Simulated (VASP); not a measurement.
WSe2, 6 atoms in the cell. The typed cell holds 6 atoms: a = 3.300 Å, b = 3.300 Å, c = 13.150 Å, α = 90.00°, β = 90.00°, γ = 120.00°. 

* Program: VASP 6.6.1
* Task: single point
* Functional: r2SCAN
* Potentials or basis: VASP PAW PBE potentials, release 64 (W_sv, Se)
* Cutoff: 520 eV
* k mesh: 12 × 12 × 2
* Occupations: gaussian, width 0.01 eV
* Spin: no spin polarisation
* Dipole correction: no
* Further INCAR settings: ALGO = Normal; EDIFF = 1e-07; NBANDS = 35

Potentials or basis: VASP PAW PBE potentials, release 64 (W_sv, Se).

Command:

```console
$ cat potpaw_PBE.64/W_sv/POTCAR potpaw_PBE.64/Se/POTCAR > POTCAR
$ cp INCAR.step1 INCAR
$ mpirun -np 1 vasp_std > vasp.out
$ cp INCAR.step2 INCAR
$ mpirun -np 1 vasp_std > vasp.out
```

Hardware: 1 thread of Intel(R) Xeon(R) Platinum 8488C (Sapphire Rapids) (shared host).

**Question.** Estimate the wall time of this run.

**Answer.** It took 10 min on 1 thread of Intel(R) Xeon(R) Platinum 8488C (Sapphire Rapids) (shared host), peak memory 0.37 GiB. Counts: k points 38.
